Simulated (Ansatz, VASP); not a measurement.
## Sc2BP3: VASP beside Ansatz

```
CELL_PARAMETERS angstrom
4.25780 0.00000 0.00000
-2.12890 3.68736 0.00000
0.00000 0.00000 8.94673
ATOMIC_POSITIONS crystal
Sc 0.66667 0.33333 0.50000
Sc 0.33333 0.66667 0.00000
B 0.33333 0.66667 0.50000
P 0.33333 0.66667 0.30476
P 0.33333 0.66667 0.69524
P 0.66667 0.33333 0.00000
```

Alike in both runs: task single point; functional PBE; k mesh 6 × 6 × 2; occupations gaussian, width 0.1 eV; collinear spin.

|  | VASP | Ansatz |
| --- | --- | --- |
| version | VASP 6.6.1 | Ansatz 0.2.0 |
| potentials or method | VASP PAW PBE potentials, release 64 (Sc_sv, B, P), cutoff 520 eV | scalar-relativistic, plane waves, PAW |
| valence electrons in the cell | 40 | 40 |

Ansatz gave:

* gap on the k mesh at the Fermi level (eV): none
* pressure (GPa): 0.0
* traceless stress, the component that is largest in VASP (GPa): -0.02
* rms of the force components (eV/Å): 0.002
* net moment per atom (μB): 0.03
* size of the moment on the site where the two differ most (μB): 0.08

Task: Estimate VASP's values.

Result: gap on the k mesh at the Fermi level (eV): none; pressure (GPa): 0.1; traceless stress, the component that is largest in VASP (GPa): -0.17; rms of the force components (eV/Å): 0.012; net moment per atom (μB): 0.03; size of the moment on the site where the two differ most (μB): 0.10.

Site moments also hang on the region over which each program counts them. Atom by atom the forces differ by 0.014 eV/Å (rms over components). A gap of «none» marks a metal or a gap that the smearing closes. The functional is the same, so the differences come from potentials, cutoffs and numerics. Ansatz's warnings: seeded moment not kept.
